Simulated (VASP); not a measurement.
Zn3SnO, 5 atoms in the cell. Symmetry: Pm, No. 6, monoclinic system. The conventional cell has a = 4.888 Å, b = 3.202 Å, c = 5.605 Å, α = 90.00°, β = 93.28°, γ = 90.00°. Within 2.7 Å of Zn (site symmetry m) lie 2 O at 2.03 Å and 2 Zn at 2.62 Å. Zn (site symmetry m) has 1 O at 2.06 Å within 2.7 Å. Zn (site symmetry m) has 1 O at 1.95 Å and 2 Zn at 2.62 Å within 2.7 Å. Sn (site symmetry m) has 10 Zn at 2.91 to 3.83 Å and 2 Sn at 3.20 Å and 6 O at 3.67 to 4.06 Å within 4.1 Å. Within 2.6 Å of O (site symmetry m) lie 4 Zn at 1.95 to 2.06 Å. 

- Program: VASP 6.6.1
- Task: relaxation of cell and atoms
- Functional: PBE
- Potentials or basis: VASP PAW PBE potentials, release 64 (Zn, Sn_d, O)
- Cutoff: 600 eV
- k mesh: 6 × 10 × 6
- Occupations: gaussian, width 0.1 eV
- Spin: no spin polarisation
- Dipole correction: no
- Further INCAR settings: ALGO = Normal; EDIFF = 1e-07; IBRION = 2; EDIFFG = -0.001; NSW = 80; ISIF = 3

Potentials or basis: VASP PAW PBE potentials, release 64 (Zn, Sn_d, O).

Command:

```bash
$ cat potpaw_PBE.64/Zn/POTCAR potpaw_PBE.64/Sn_d/POTCAR potpaw_PBE.64/O/POTCAR > POTCAR
$ mpirun -np 1 vasp_std > vasp.out
```

Hardware: 1 thread of Oxide Virtual Turin-like Processor (shared host).

Q: How long does it take, and how much memory?

A: It took 81 min on 1 thread of Oxide Virtual Turin-like Processor, on a shared host, peak memory 0.5 GiB. Counts: scf iterations 128, k points 120, ion steps 21.
